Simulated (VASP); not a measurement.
# BN (Qingsongite): single point with PBE

The system is BN (Qingsongite).

```
B N
1.0
     0.00000    1.80482    1.80482
     1.80482    0.00000    1.80482
     1.80482    1.80482    0.00000
B N
1 1
Cartesian
  0.0000 0.0000 0.0000
  0.9024 0.9024 0.9024
```

```yaml
Program: VASP 6.6.1
Task: single point
Functional: PBE
Potentials_or_basis: VASP PAW PBE potentials, release 64 (B, N)
Cutoff: 520 eV
k_mesh: 6 × 6 × 6
Occupations: gaussian, width 0.01 eV
Spin: no spin polarisation
Dipole_correction: no
Further_INCAR_settings: ALGO = Normal; EDIFF = 1e-06; NBANDS = 11
```

The pressure is 5.1 GPa and the band gap on the k mesh is 4.46 eV, indirect (least direct gap 8.84 eV).

Levels at points of the mesh, in eV from the valence-band top:
```csv
k point,band 1,band 2,band 3,band 4,band 5,band 6,band 7,band 8
"(0.00, 0.00, 0.00)",-20.28,0.00,0.00,0.00,8.84,8.84,8.84,10.42
"(0.50, 0.00, 0.00)",-16.04,-10.73,-1.95,-1.95,10.20,10.73,10.73,15.30
"(0.50, 0.50, 0.00)",-14.67,-8.95,-4.93,-4.93,4.46,9.25,17.99,17.99
```

Run time: 3.4 s on 1 thread of AMD EPYC 7R13 Processor (Zen 3) (shared host), peak memory 0.08 GiB.

Caveat: the k points lie up to 0.50 Å⁻¹ apart. A k mesh can miss the band edges.
